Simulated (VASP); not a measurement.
A run of VASP 6.6.1:

File INCAR:

```
ALGO = Normal
EDIFF = 1E-6
ENCUT = 520
GGA = PE
ISIF = 2
ISMEAR = 0
ISPIN = 2
LASPH = T
LCHARG = T
LELF = T
LMAXMIX = 4
LORBIT = 11
LREAL = F
LVHAR = T
LWAVE = F
MAGMOM = 2.44
NBANDS = 14
NELM = 150
PREC = Accurate
SIGMA = 0.15
```

The input KPOINTS:

```
k-points
0
Gamma
  12 12 12
```

POSCAR

```
Fe
1.0
   -1.3559481641      1.3559481641      1.4611697416
    1.3559481641     -1.3559481641      1.4611697416
    1.3559481641      1.3559481641     -1.4611697416
Fe
1
Direct
    0.0000000000      0.0000000000      0.0000000000
```

Potentials or basis: VASP PAW PBE potentials, release 64 (Fe).

Run with:

```console
$ cat potpaw_PBE.64/Fe/POTCAR > POTCAR
$ mpirun -np 1 vasp_std > vasp.out
```

Hardware: 1 thread of Intel(R) Xeon(R) 6975P-C (Granite Rapids), on a shared host.

Problem. Estimate the wall time of this run.

Solution. Wall time 17 s on 1 thread of Intel(R) Xeon(R) 6975P-C (Granite Rapids), on a shared host, peak memory 0.15 GiB. Counts: scf iterations 12, k points 163.
